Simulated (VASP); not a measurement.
# BaTiO3 (R3m) in VASP: further runs, part 2 of 2

VASP 6.6.1. Earlier steps stand in the parts before.

### 3 Single point, r2SCAN+U, collinear spin

File POSCAR:

```
BaTiO3
1.0
    2.8278836400      1.6326793800      2.3177256300
   -2.8278836400      1.6326793800      2.3177256300
    0.0000000000     -3.2653587600      2.3177256300
Ba Ti O
1 1 3
Direct
    0.0000000000      0.0000000000      0.0000000000
    0.5130000000      0.5130000000      0.5130000000
    0.4908000000      0.4908000000      0.9811000000
    0.4908000000      0.9811000000      0.4908000000
    0.9811000000      0.4908000000      0.4908000000
```

File INCAR.step1:

```
ALGO     = Normal         # electronic algorithm
EDIFF    = 1E-5           # SCF threshold, eV
ENCUT    = 660            # plane-wave cutoff, eV
GGA      = PE             # functional
GGA_COMPAT= F            
ISMEAR   = -1             # smearing method
ISPIN    = 2              # spin polarisation
LASPH    = T              # aspherical terms in the spheres
LCHARG   = F              # write CHGCAR
LDAU     = T              # DFT+U
LDAUJ    = 0 0 0        
LDAUL    = -1 2 -1        # shell
LDAUTYPE = 2            
LDAUU    = 0 3 0          # U, eV
LMAXMIX  = 4              # l up to which the mixer works
LREAL    = F              # projectors in reciprocal space
LWAVE    = T              # write WAVECAR
MAGMOM   = 0 1 0 0 0      # initial moments
NBANDS   = 32             # bands
NELM     = 200            # most SCF steps
PREC     = Accurate       # precision mode
SIGMA    = 0.02           # smearing width, eV
```

File INCAR.step2:

```
ALGO     = Normal         # electronic algorithm
EDIFF    = 1E-6           # SCF threshold, eV
ENCUT    = 660            # plane-wave cutoff, eV
GGA_COMPAT= F            
ISIF     = 2              # what is computed and relaxed
ISMEAR   = -1             # smearing method
ISPIN    = 2              # spin polarisation
ISTART   = 1            
LASPH    = T              # aspherical terms in the spheres
LCHARG   = F              # write CHGCAR
LDAU     = T              # DFT+U
LDAUJ    = 0 0 0        
LDAUL    = -1 2 -1        # shell
LDAUPRINT= 1            
LDAUTYPE = 2            
LDAUU    = 0 3 0          # U, eV
LMAXMIX  = 4              # l up to which the mixer works
LMIXTAU  = T            
LORBIT   = 11             # projections on sites
LREAL    = F              # projectors in reciprocal space
LWAVE    = F              # write WAVECAR
MAGMOM   = 0 1 0 0 0      # initial moments
METAGGA  = R2SCAN         # meta-GGA
NBANDS   = 32             # bands
NELM     = 200            # most SCF steps
PREC     = Accurate       # precision mode
SIGMA    = 0.02           # smearing width, eV
```

File KPOINTS:

```
k-points
0
Gamma
  5 5 5
```

Potentials or basis: VASP PAW PBE potentials, release 64 (Ba_sv, Ti_sv, O).

Command:

```
> cat potpaw_PBE.64/Ba_sv/POTCAR potpaw_PBE.64/Ti_sv/POTCAR potpaw_PBE.64/O/POTCAR > POTCAR
> cp INCAR.step1 INCAR
> mpirun -np 1 vasp_std > vasp.out
> cp INCAR.step2 INCAR
> mpirun -np 1 vasp_std > vasp.out
```

OUTCAR:

```text
EDIFF = 1E-6
   ENCUT = 660
   ISIF = 2
   ISMEAR = -1
   ISPIN = 2
   ISTART = 1
   LASPH = T
   LORBIT = 11
   LREAL = F
   METAGGA = R2SCAN
   NELM = 200
   PREC = Accurate

 ion  position               nearest neighbor table
   1  0.000  0.000  0.000-   3 2.78   4 2.78   5 2.78   5 2.83   4 2.83   4 2.83   5 2.83   3 2.83
                             3 2.83   3 2.89   4 2.89   5 2.89   2 3.39   2 3.44   2 3.44   2 3.44
   2  0.513  0.513  0.513-   3 1.88   4 1.88   5 1.88   3 2.13   4 2.13   5 2.13   1 3.39   1 3.44
                             1 3.44   1 3.44   1 3.50   1 3.50   1 3.50   1 3.57
   3  0.491  0.491  0.981-   2 1.88   2 2.13   1 2.78   1 2.83   1 2.83   1 2.89
[... 1602 lines left out ...]
 -----------------------------------------------------------------------------------
      0.00000      0.00000      0.00000         0.000000      0.000000      0.047805
      0.00000      0.00000      3.56698         0.000000      0.000000     -0.928146
      0.00000     -1.60101      4.54900         0.000000     -0.506671      0.293447
     -1.38651      0.80050      4.54900        -0.438790      0.253335      0.293447
      1.38651      0.80050      4.54900         0.438790      0.253335      0.293447
 -----------------------------------------------------------------------------------
    total drift:                                0.000000      0.000001     -0.000325

  FREE ENERGIE OF THE ION-ELECTRON SYSTEM (eV)
  ---------------------------------------------------
  free  energy   TOTEN  =       -72.2262786275 eV

  energy  without entropy=      -72.2262786275  energy(sigma->0) =      -72.22627863

 total charge

# of ion       s       p       d       tot
------------------------------------------
    1        2.019   5.670   0.308   7.997
    2        2.227   6.291   1.608  10.126
    3        1.565   3.522   0.000   5.087
    4        1.565   3.522   0.000   5.087
    5        1.565   3.522   0.000   5.087
--------------------------------------------------
tot          8.939  22.528   1.915  33.383

 magnetization (x)

# of ion       s       p       d       tot
------------------------------------------
    1        0.000   0.000  -0.000   0.000
    2       -0.000   0.000  -0.000  -0.000
    3        0.000   0.000   0.000   0.000
    4        0.000   0.000   0.000   0.000
    5        0.000   0.000   0.000   0.000
--------------------------------------------------
tot         -0.000   0.000  -0.000  -0.000
```

OUTCAR.step1:

```text
EDIFF = 1E-5
   ENCUT = 660
   GGA = PE
   ISMEAR = -1
   ISPIN = 2
[... 1582 lines left out ...]
      0.00000      0.00000      3.56698         0.000000      0.000000     -0.840400
      0.00000     -1.60101      4.54900         0.000000     -0.522300      0.263683
     -1.38651      0.80050      4.54900        -0.452325      0.261150      0.263683
      1.38651      0.80050      4.54900         0.452325      0.261150      0.263683
 -----------------------------------------------------------------------------------
    total drift:                                0.000000      0.000001      0.000703

  FREE ENERGIE OF THE ION-ELECTRON SYSTEM (eV)
  ---------------------------------------------------
  free  energy   TOTEN  =       -37.8897642736 eV

  energy  without entropy=      -37.8897642736  energy(sigma->0) =      -37.88976427
```

Run time: 11 min. Hardware: 1 thread of Oxide Virtual Turin-like, shared host; peak memory 0.28 GiB.

Results:

* Free energy: -72.2263 eV
* Pressure: 6.2 GPa
* Largest force: 0.928 eV/Å
* Band gap on the k mesh: 3.20 eV (least direct gap 3.48 eV)
* Net moment: 0.00 μB per cell
* Valence electrons inside the program's atomic spheres: Ba 8.00; Ti 10.13; O 5.09

Forces on the atoms (eV/Å):
```
Ba   0.000  0.000  0.048
Ti   0.000  0.000 -0.928
O    0.000 -0.507  0.293
O   -0.439  0.253  0.293
O    0.439  0.253  0.293
```

Stress tensor (GPa, compression positive):
```
6.44 0.00 0.00
0.00 6.44 0.00
0.00 0.00 5.79
```

Eigenvalues of the final occupation matrices:
```csv
site,spin,trace,eigenvalues
site 2 d,1,0.82,0.11 0.11 0.11 0.25 0.25
site 2 d,2,0.82,0.11 0.11 0.11 0.25 0.25
```

Caveat: the cell stands under pressure; the PAW data sets were made with another functional, which shifts forces and pressure a little; spin-orbit coupling is left out, which moves the levels of the heavy elements.
